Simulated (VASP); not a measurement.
Input of a VASP 6.6.1 run:

The input INCAR:

```
SYSTEM = TePb
  PREC = Accurate
  ENCUT = 500
  EDIFF = 1E-6
  ISMEAR = 0
  SIGMA = 0.02
  LREAL = .FALSE.
  LASPH = .TRUE.
  NELM = 120
  ALGO = Normal
  ISIF = 2
  LWAVE = .FALSE.
  LCHARG = .FALSE.
  NBANDS = 17
  GGA_COMPAT = .FALSE.
```

The input KPOINTS:

```
regular mesh
0
G
  8 8 8
  0 0 0
```

POSCAR

```
TePb
1.0
    0.0000000000      3.1904240910      3.1904240910
    3.1904240910      0.0000000000      3.1904240910
    3.1904240910      3.1904240910      0.0000000000
Te Pb
1 1
Direct
    0.0000000000      0.0000000000      0.0000000000
    0.5000000000      0.5000000000      0.5000000000
```

Potentials or basis: VASP PAW LDA potentials, release 64 (Te, Pb_d).

Command:

```sh
$ cat potpaw_LDA.64/Te/POTCAR potpaw_LDA.64/Pb_d/POTCAR > POTCAR
$ mpirun -np 1 vasp_std > vasp.out
```

Q: Estimate the pressure.

A: 0.1 GPa.

Q: Estimate the band gap on the k mesh.

A: 0.55 eV, direct.

Caveat: spin-orbit coupling is left out, which moves the levels of the heavy elements. A k mesh can miss the band edges.
